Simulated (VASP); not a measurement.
## Ta: relaxation of cell and atoms with PBE

The system is Ta.

```
CELL_PARAMETERS angstrom
2.82396 0.00000 0.00000
0.00000 2.82396 0.00000
0.00000 0.00000 2.82396
ATOMIC_POSITIONS crystal
Ta 0.00000 0.00000 0.00000
```

| Item | Value |
| --- | --- |
| Program | VASP 6.6.1 |
| Task | relaxation of cell and atoms |
| Functional | PBE |
| Potentials or basis | VASP PAW PBE potentials, release 64 (Ta_pv) |
| Cutoff | 600 eV |
| k mesh | 13 × 13 × 13 |
| Occupations | fermi-dirac, width 0.03 eV |
| Spin | no spin polarisation |
| Dipole correction | no |
| Further INCAR settings | ALGO = Normal; EDIFF = 1e-06; IBRION = 2; EDIFFG = -0.005; NSW = 100; ISIF = 3 |

```
Relaxed volume                         : 20.62 Å³/atom
Relaxed cell                           : a = 2.742 Å, b = 2.742 Å, c = 2.742 Å, α = 90.00°, β = 90.00°, γ = 90.00°
Space group after relaxing (to 0.05 Å) : Pm-3m (No. 221)
Energy gained by relaxing              : 68.3 meV/atom
Ionic steps                            : 7
Pressure after relaxing                : 0.0 GPa
```

The path:
```
step  energy change (eV)  largest force (eV/Å)  pressure (GPa)  volume (Å³)
   1              0.0000                0.0000          -10.74        22.52
   2              0.1274                0.0000           26.38        17.95
   3             -0.0682                0.0000           -0.47        20.69
   4             -0.0683                0.0000           -0.07        20.63
   5             -0.0683                0.0000            0.19        20.60
   6             -0.0682                0.0000           -0.20        20.66
   7             -0.0683                0.0000            0.02        20.62
```

Final structure:
```
CELL_PARAMETERS angstrom
2.74220 0.00000 0.00000
0.00000 2.74220 0.00000
0.00000 0.00000 2.74220
ATOMIC_POSITIONS crystal
Ta 0.00000 0.00000 0.00000
```

Levels at points of the mesh, in eV from the Fermi level:
```tsv
k point	band 4	band 5	band 6	band 7	band 8	band 9
(0.00, 0.00, 0.00)	-7.23	-2.57	-2.57	6.14	6.14	6.14
```

Wall time 19 s on 1 thread of Intel(R) Xeon(R) 6975P-C (Granite Rapids) (shared host), peak memory 0.16 GiB.

Caveat: spin-orbit coupling is left out, which moves the levels of the heavy elements.
